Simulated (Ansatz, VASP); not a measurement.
One calculation of RbSi6, two programs

INCAR

```
SYSTEM = RbSi6
PREC = Accurate
ENCUT = 600
EDIFF = 1E-6
ISMEAR = -1
SIGMA = 0.15
LREAL = .FALSE.
LASPH = .TRUE.
NELM = 80
ALGO = Normal
ISIF = 3
LWAVE = .FALSE.
LCHARG = .FALSE.
GGA = PE
IBRION = 2
NSW = 80
EDIFFG = -0.001
```

File KPOINTS:

```
regular mesh
0
G
  8 8 8
  0 0 0
```

File POSCAR:

```
RbSi6
1.0
   -3.4018481016      3.4018481016      3.4018481016
    3.4018481016     -3.4018481016      3.4018481016
    3.4018481016      3.4018481016     -3.4018481016
Rb Si
1 6
Direct
    0.0000000000      0.0000000000      0.0000000000
    0.7500000000      0.2500000000      0.5000000000
    0.2500000000      0.7500000000      0.5000000000
    0.5000000000      0.2500000000      0.7500000000
    0.7500000000      0.5000000000      0.2500000000
    0.5000000000      0.7500000000      0.2500000000
    0.2500000000      0.5000000000      0.7500000000
```

Input for Ansatz:

```yaml
crystal:
  lattice:
    - [-3.4018481016, 3.4018481016, 3.4018481016]
    - [3.4018481016, -3.4018481016, 3.4018481016]
    - [3.4018481016, 3.4018481016, -3.4018481016]
  atoms:
    - { symbol: Rb, position: [0.0, 0.0, 0.0] }
    - { symbol: Si, position: [0.75, 0.25, 0.5] }
    - { symbol: Si, position: [0.25, 0.75, 0.5] }
    - { symbol: Si, position: [0.5, 0.25, 0.75] }
    - { symbol: Si, position: [0.75, 0.5, 0.25] }
    - { symbol: Si, position: [0.5, 0.75, 0.25] }
    - { symbol: Si, position: [0.25, 0.5, 0.75] }
basis:
  ecutwfc: 420
kpoints:
  mp_grid: { grid: [8, 8, 8] }
hamiltonian:
  xc: pbe
scf:
  occupations: { method: fermi_dirac, width: 0.15 }
output:
  forces: true
  stress: true
  eigenvalues: true
relax:
  adjacent_minimum: "off"
  f_tol: 0.001
  max_steps: 60
  cell: { stress_tol: 0.01 }
```

Alike in both runs: task relaxation of cell and atoms; functional PBE; k mesh 8 × 8 × 8; occupations fermi-dirac, width 0.15 eV; no spin polarisation.

|  | VASP | Ansatz |
| --- | --- | --- |
| version | VASP 6.6.1 | Ansatz 0.2.0 |
| potentials or method | VASP PAW PBE potentials, release 64 (Rb_sv, Si), cutoff 600 eV | scalar-relativistic, plane waves, PAW |
| valence electrons in the cell | 33 | 33 |

Ansatz gave:

- gap on the k mesh at the Fermi level, each at its own relaxed structure (eV): none
- relaxed volume (Å³/atom): 22.51
- relaxed cell length with the largest relative difference (Å): 5.893

**Question.** What did VASP give for the same quantities?

**Answer.** gap on the k mesh at the Fermi level, each at its own relaxed structure (eV): none; relaxed volume (Å³/atom): 22.50; relaxed cell length with the largest relative difference (Å): 5.893.

A gap of «none» marks a metal or a gap that the smearing closes.
